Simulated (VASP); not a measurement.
# TiSi2 (Fddd) in VASP: single point with PBE+D3(BJ)

Aim: the single point of TiSi2 with PBE+D3(BJ).

All numbers are computed with VASP 6.6.1; they aren't measurements. Logs are shortened: lines on timing, memory, paths and dates and some standing lists are left out, and cuts for length are marked.

## 1. The cell of the first run

It takes space group Fddd (No. 70, orthorhombic). Conventional cell: a = 4.735 Å, b = 8.129 Å, c = 8.461 Å, α = 90.00°, β = 90.00°, γ = 90.00°. Ti (site symmetry 222) has 10 Si at 2.52 to 2.74 Å and 4 Ti at 3.16 Å within 3.3 Å. Within 3.3 Å of Si (site symmetry 2) lie 9 Si at 2.50 to 3.16 Å and 5 Ti at 2.52 to 2.74 Å.

## 2. Single point, PBE+D3(BJ)

Input file INCAR:

```
ALGO = Normal ; EDIFF = 1E-6
ENCUT = 520 ; GGA = PE
ISIF = 2 ; ISMEAR = 0
IVDW = 12 ; LASPH = T
LCHARG = F ; LREAL = F
LWAVE = F ; NBANDS = 29
NELM = 60 ; PREC = Accurate
SIGMA = 0.1
```

Input file KPOINTS:

```
k-points
0
Gamma
  10 10 10
```

Input file POSCAR:

```
TiSi2
1.0
    0.0000000000      4.0642595104      4.2306212860
    2.3674809672      0.0000000000      4.2306212860
    2.3674809672      4.0642595104      0.0000000000
Ti Si
2 4
Direct
    0.7500000000      0.7500000000      0.7500000000
    0.5000000000      0.5000000000      0.5000000000
    0.0865212060      0.4134787940      0.0865212060
    0.4134787940      0.0865212060      0.4134787940
    0.1634787940      0.8365212060      0.1634787940
    0.8365212060      0.1634787940      0.8365212060
```

Potentials or basis: VASP PAW PBE potentials, release 64 (Ti_sv, Si).

Started as:

```console
> cat potpaw_PBE.64/Ti_sv/POTCAR potpaw_PBE.64/Si/POTCAR > POTCAR
> mpirun -np 1 vasp_std > vasp.out
```

OUTCAR:

```text
EDIFF = 1E-6
   ENCUT = 520
   GGA = PE
   ISIF = 2
   ISMEAR = 0
   IVDW = 12
   LASPH = T
   LREAL = F
   NELM = 60
   PREC = Accurate
 IVDW          = 12

 ion  position               nearest neighbor table
   1  0.750  0.750  0.750-   6 2.52   5 2.52   6 2.52   5 2.52   4 2.71   4 2.71   3 2.71   3 2.71
                             3 2.74   4 2.74
   2  0.500  0.500  0.500-   3 2.52   4 2.52   3 2.52   4 2.52   5 2.71   5 2.71   6 2.71   6 2.71
                             5 2.74   6 2.74
   3  0.087  0.413  0.087-   5 2.50   5 2.50   2 2.52   2 2.52   4 2.66   1 2.71   1 2.71   1 2.74
                             4 2.75   4 2.75
   4  0.413  0.087  0.413-   6 2.50   6 2.50   2 2.52   2 2.52   3 2.66   1 2.71   1 2.71   1 2.74
                             3 2.75   3 2.75
   5  0.163  0.837  0.163-   3 2.50   3 2.50   1 2.52   1 2.52   6 2.66   2 2.71   2 2.71   2 2.74
                             6 2.75   6 2.75
   6  0.837  0.163  0.837-   4 2.50   4 2.50   1 2.52   1 2.52   5 2.66   2 2.71   2 2.71   2 2.74
                             5 2.75   5 2.75

  LATTYP: Found a face centered orthorhombic cell.
 ALAT       =     4.7349619344
 B/A-ratio  =     1.7167020841
 C/A-ratio  =     1.7869716144

  Lattice vectors:

 A1 = (   0.0000000000,   4.0642595104,   4.2306212860)
 A2 = (   2.3674809672,   0.0000000000,   4.2306212860)
 A3 = (   2.3674809672,   4.0642595104,   0.0000000000)

Analysis of symmetry for initial positions (statically):
=====================================================================
 Subroutine PRICEL returns:
 Original cell was already a primitive cell.

 Routine SETGRP: Setting up the symmetry group for a
 face centered orthorhombic supercell.

 Subroutine GETGRP returns: Found  8 space group operations
 (whereof  4 operations were pure point group operations)
 out of a pool of  8 trial point group operations.

The static configuration has the point symmetry D_2 .
 The point group associated with its full space group is D_2h.

Analysis of symmetry for dynamics (positions and initial velocities):
=====================================================================
 Subroutine PRICEL returns:
 Original cell was already a primitive cell.

 Routine SETGRP: Setting up the symmetry group for a
 face centered orthorhombic supercell.

 Subroutine GETGRP returns: Found  8 space group operations
 (whereof  4 operations were pure point group operations)
 out of a pool of  8 trial point group operations.

The dynamic configuration has the point symmetry D_2 .
 The point group associated with its full space group is D_2h.

 Subroutine INISYM returns: Found  8 space group operations
 (whereof  4 operations are pure point group operations),
 and found     1 'primitive' translations

----------------------------------------------------------------------------------------

                                     Primitive cell

  volume of cell :      81.4146

  direct lattice vectors                    reciprocal lattice vectors
     0.000000000  4.064259510  4.230621286    -0.211194940  0.123023640  0.118185951
     2.367480967  0.000000000  4.230621286     0.211194940 -0.123023640  0.118185951
     2.367480967  4.064259510  0.000000000     0.211194940  0.123023640 -0.118185951

  length of vectors
     5.866545988  4.848001918  4.703527559     0.271488559  0.271488559  0.271488559

  position of ions in fractional coordinates (direct lattice)
     0.750000000  0.750000000  0.750000000
     0.500000000  0.500000000  0.500000000
     0.086521206  0.413478794  0.086521206
     0.413478794  0.086521206  0.413478794
     0.163478794  0.836521206  0.163478794
     0.836521206  0.163478794  0.836521206

  ion indices of the primitive-cell ions
   primitive index   ion index
                 1           1
                 2           2
                 3           3
                 4           4
                 5           5
                 6           6

----------------------------------------------------------------------------------------

 KPOINTS: k-points

Automatic generation of k-mesh.
 Grid dimensions read from file:
 generate k-points for:   10   10   10

 Generating k-lattice:

  Cartesian coordinates                     Fractional coordinates (reciprocal lattice)
    -0.021119494  0.012302364  0.011818595     0.100000000  0.000000000  0.000000000
     0.021119494 -0.012302364  0.011818595    -0.000000000  0.100000000 -0.000000000
     0.021119494  0.012302364 -0.011818595     0.000000000  0.000000000  0.100000000

  Length of vectors
     0.027148856  0.027148856  0.027148856

  Shift w.r.t. Gamma in fractional coordinates (k-lattice)
     0.000000000  0.000000000  0.000000000

 Subroutine IBZKPT returns following result:
 ===========================================

 Found    171 irreducible k-points:

 Following reciprocal coordinates:
            Coordinates               Weight
  0.000000  0.000000  0.000000      1.000000
  0.100000  0.000000  0.000000      8.000000
  0.200000  0.000000  0.000000      8.000000
  0.300000  0.000000  0.000000      8.000000
  0.400000  0.000000  0.000000      8.000000
  0.500000  0.000000  0.000000      4.000000
[... 16 lines left out ...]
  0.300000  0.300000  0.000000      2.000000
  0.400000  0.300000  0.000000      8.000000
 [... further k-points ...]
   k-points           NKPTS =    171   k-points in BZ     NKDIM =    171   number of bands    NBANDS=     29
   number of dos      NEDOS =    301   number of ions     NIONS =      6
   total plane-waves  NPLWV =  62208
   dimension x,y,z NGX =    48 NGY =   36 NGZ =   36
   dimension x,y,z NGXF=    96 NGYF=   72 NGZF=   72
   ions per type =               2   4
   NGX,Y,Z   is equivalent  to a cutoff of  13.60, 12.34, 12.72 a.u.
   NGXF,Y,Z  is equivalent  to a cutoff of  27.20, 24.69, 25.45 a.u.
 SYSTEM =  unknown system
   PREC   = accura    normal or accurate (medium, high low for compatibility)
   ISTART =      0    job   : 0-new  1-cont  2-samecut
   ICHARG =      2    charge: 1-file 2-atom 10-const
   ISPIN  =      1    spin polarized calculation?
   LNONCOLLINEAR =      F non collinear calculations
   LSORBIT =      F    spin-orbit coupling
   LASPH  =      T    aspherical Exc in radial PAW
   ENCUT  =  520.0 eV  38.22 Ry    6.18 a.u.  10.91  9.01  8.75*2*pi/ulx,y,z
   NELM   =     60;   NELMIN=  2; NELMDL= -5     # of ELM steps
   EDIFF  = 0.1E-05   stopping-criterion for ELM
   LREAL  =      F    real-space projection
   EDIFFG = 0.1E-04   stopping-criterion for IOM
   NSW    =      0    number of steps for IOM
   IBRION =     -1    ionic relax: 0-MD 1-quasi-New 2-CG
   NFREE  =      0    steps in history (QN), initial steepest desc. (CG)
   ISIF   =      2    stress and relaxation
   ISYM   =      2    0-nonsym 1-usesym 2-fastsym
   POTIM  = 0.5000    time-step for ionic-motion
   TEBEG  =    0.0;   TEEND  =   0.0 temperature during run
   PSTRESS=    0.0 pullay stress
   NELECT =      40.0000    total number of electrons
   NUPDOWN=      -1.0000    fix difference up-down
   EMIN   =  10.00;   EMAX   =-10.00  energy-range for DOS
   EFERMI =   0.00;   METHOD = LEGACY
   ISMEAR =     0;   SIGMA  =   0.10  broadening in eV -4-tet -1-fermi 0-gaus
   EFERMI_NEDOS =   21; number of points for ismear=-14 and -15
   IALGO  =     38    algorithm
   IMIX   =      4    mixing-type and parameters
     AMIX     =   0.40;   BMIX     =  1.00
     AMIX_MAG =   1.60;   BMIX_MAG =  1.00
  volume/ion in A,a.u.               =      13.57        91.57
  Fermi-wavevector in a.u.,A,eV,Ry     =   1.291797  2.441142 22.704565  1.668738
  Thomas-Fermi vector in A             =   2.423544
   LORBIT       =      0    0 simple, 1 ext, 2 COOP (PROOUT), +10 PAW based schemes
   GGA     = PE    functional components
   LHFCALC =     F    Hartree Fock is set to
   AEXX    =    0.0000 exact exchange contribution
   IVDW    =    12    specifies the selected vdW correction
   LEPSILON=     F    determine dielectric tensor
   LRPA    =     F    only Hartree local field effects (RPA)
 non-spin polarized calculation
 Gauss-broadening in eV      SIGMA  =   0.10
  energy-cutoff  :      520.00
  volume of cell :       81.41
 maximum number of plane-waves:      2214
 NGX is ok and might be reduce to    48
   NGX = 21   NGY = 19   NGZ = 17

 number of electron      40.0000005 magnetization

 Free energy of the ion-electron system (eV)
  ---------------------------------------------------
  ext. energy  EPLUGINS =         0.00000000
  ---------------------------------------------------
  free energy    TOTEN  =       -40.63544109 eV

  energy without entropy =      -40.62469006  energy(sigma->0) =      -40.63006558

 E-fermi :  10.5554     XC(G=0): -11.8715

 val. band max:       10.5495153490   @ k =  -0.3000   0.2000   0.1000
 cond. band min:      10.5564653567   @ k =   0.0000   0.2000   0.2000
 fundamental gap:      0.0069500077
 Fermi energy:        10.5553888704

 k-point     1 :       0.0000    0.0000    0.0000
  band No.  band energies     occupation
      1     -45.6095      2.00000
      2     -45.5766      2.00000
      3     -22.0149      2.00000
      4     -21.9915      2.00000
      5     -21.9112      2.00000
      6     -21.8948      2.00000
[... 21 lines left out ...]
     28      14.4601      0.00000
     29      14.5288      0.00000

 k-point     2 :       0.1000    0.0000    0.0000
  band No.  band energies     occupation
      1     -45.6088      2.00000
      2     -45.5772      2.00000
      3     -22.0143      2.00000
      4     -21.9913      2.00000
      5     -21.9140      2.00000
      6     -21.8948      2.00000
[... 21 lines left out ...]
     28      14.3606      0.00000
     29      14.5093      0.00000

 k-point     3 :       0.2000    0.0000    0.0000
  band No.  band energies     occupation
      1     -45.6071      2.00000
      2     -45.5788      2.00000
      3     -22.0138      2.00000
      4     -21.9897      2.00000
      5     -21.9223      2.00000
      6     -21.8944      2.00000
[... 21 lines left out ...]
     28      14.6838      0.00000
     29      14.8430      0.00000

 k-point     4 :       0.3000    0.0000    0.0000
  band No.  band energies     occupation
      1     -45.6046      2.00000
      2     -45.5812      2.00000
      3     -22.0148      2.00000
      4     -21.9853      2.00000
      5     -21.9344      2.00000
      6     -21.8922      2.00000
[... 21 lines left out ...]
     28      14.8561      0.00000
     29      15.1531      0.00000

 k-point     5 :       0.4000    0.0000    0.0000
  band No.  band energies     occupation
      1     -45.6021      2.00000
      2     -45.5836      2.00000
      3     -22.0163      2.00000
      4     -21.9791      2.00000
      5     -21.9469      2.00000
      6     -21.8877      2.00000
[... 21 lines left out ...]
     28      14.9457      0.00000
     29      15.3939      0.00000
[... 510 lines left out ...]
     28      14.8491      0.00000
     29      15.0548      0.00000

 k-point    22 :      -0.2000    0.2000   -0.0000
  band No.  band energies     occupation
      1     -45.6035      2.00000
      2     -45.5822      2.00000
      3     -22.0154      2.00000
      4     -21.9906      2.00000
      5     -21.9287      2.00000
      6     -21.9001      2.00000
[... 21 lines left out ...]
     28      14.8827      0.00000
     29      14.9963      0.00000

 k-point    23 :       0.3000    0.3000    0.0000
  band No.  band energies     occupation
      1     -45.6026      2.00000
      2     -45.5833      2.00000
      3     -21.9891      2.00000
      4     -21.9831      2.00000
      5     -21.9402      2.00000
      6     -21.9057      2.00000
[... 21 lines left out ...]
     28      14.6427      0.00000
     29      14.8591      0.00000

 k-point    24 :       0.4000    0.3000    0.0000
  band No.  band energies     occupation
      1     -45.6002      2.00000
      2     -45.5856      2.00000
      3     -21.9901      2.00000
      4     -21.9713      2.00000
      5     -21.9504      2.00000
      6     -21.9128      2.00000
[... 21 lines left out ...]
     28      14.7596      0.00000
     29      14.8371      0.00000

 [... further k-points ...]

------------------------ aborting loop because EDIFF is reached ----------------------------------------

 Edisp (eV)   -3.33320

 E8    (eV) :    -1.4533

  FORCE on cell =-STRESS in cart. coord.  units (eV):
  Direction    XX          YY          ZZ          XY          YZ          ZX
  --------------------------------------------------------------------------------------
  -------------------------------------------------------------------------------------
  Total      -0.01569    -0.01258    -0.01248     0.00000     0.00000     0.00000
  in kB      -0.30880    -0.24756    -0.24564     0.00000     0.00000     0.00000
  external pressure =       -0.27 kB  Pullay stress =        0.00 kB

 VOLUME and BASIS-vectors are now :
 -----------------------------------------------------------------------------
  energy-cutoff  :      520.00
  volume of cell :       81.41
      direct lattice vectors                 reciprocal lattice vectors
     0.000000000  4.064259510  4.230621286    -0.211194940  0.123023640  0.118185951
     2.367480967  0.000000000  4.230621286     0.211194940 -0.123023640  0.118185951
     2.367480967  4.064259510  0.000000000     0.211194940  0.123023640 -0.118185951

 POSITION                                       TOTAL-FORCE (eV/Angst)
 -----------------------------------------------------------------------------------
      3.55122      6.09639      6.34593         0.000000     -0.000000     -0.000000
      2.36748      4.06426      4.23062        -0.000000     -0.000000      0.000000
      1.18374      0.70329      2.11531        -0.000000      0.001414     -0.000000
      1.18374      3.36097      2.11531        -0.000000     -0.001414     -0.000000
      2.36748      1.32884      4.23062         0.000000     -0.001414      0.000000
      2.36748      6.79968      4.23062         0.000000      0.001414      0.000000
 -----------------------------------------------------------------------------------
    total drift:                               -0.000000     -0.000000     -0.000000

  FREE ENERGIE OF THE ION-ELECTRON SYSTEM (eV)
  ---------------------------------------------------
  free  energy   TOTEN  =       -43.9686396465 eV

  energy  without entropy=      -43.9578886138  energy(sigma->0) =      -43.96326413
```

Run time: 5.6 min. Hardware: 1 thread of Intel Xeon 6975P-C (Granite Rapids), shared host; peak memory 0.48 GiB.

What came out:

- Free energy: -43.9686 eV
- Pressure: 0.0 GPa
- Band gap on the k mesh: zero (bands 20 and 21 overlap by 1.91 eV)
- Dispersion energy per atom: -0.556 eV

Levels at points of the mesh, in eV from the Fermi level:
```csv
k point,band 16,band 17,band 18,band 19,band 20,band 21,band 22,band 23,band 24,band 25
"(0.00, 0.00, 0.00)",-2.58,-2.34,-2.04,-1.78,-1.38,-0.95,2.14,3.24,3.50,3.55
"(0.50, 0.00, 0.00)",-2.51,-2.00,-1.09,-0.04,0.15,1.05,1.43,1.76,2.33,2.76
"(0.50, 0.50, 0.00)",-3.02,-1.57,-1.57,-1.02,-1.02,0.76,0.76,3.35,3.35,3.59
"(0.50, 0.00, 0.50)",-2.42,-2.41,-2.41,-0.87,-0.87,1.33,1.33,3.44,3.44,3.53
"(0.00, 0.50, 0.50)",-1.28,-1.17,-1.17,-0.65,-0.65,0.87,0.87,2.39,2.39,3.27
```
